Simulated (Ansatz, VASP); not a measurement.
# GaSb: VASP beside Ansatz

```xyz
2
Lattice="0.0000 3.0590 3.0590 3.0590 0.0000 3.0590 3.0590 3.0590 0.0000" Properties=species:S:1:pos:R:3 pbc="T T T"
Sb    4.5885    4.5885    4.5885
Ga    0.0000    0.0000    0.0000
```

Alike in both runs: task relaxation of cell and atoms; functional PBE; dispersion D3(BJ); k mesh 8 × 8 × 8; occupations fermi-dirac, width 0.05 eV; no spin polarisation.

|  | VASP | Ansatz |
| --- | --- | --- |
| version | VASP 6.6.1 | Ansatz 0.2.0 |
| potentials or method | VASP PAW PBE potentials, release 64 (Sb, Ga_d), cutoff 600 eV | all-electron LAPW, scalar-relativistic |

|  | VASP | Ansatz | Ansatz less VASP |
| --- | --- | --- | --- |
| relaxed volume (Å³/atom) | 28.89 | 28.79 | -0.095 |
| relaxed cell length with the largest relative difference (Å) | 4.339 | 4.335 | -0.0047 |

Ansatz ran all-electron here, and VASP with PAW potentials.

Neither program's run includes spin-orbit coupling.
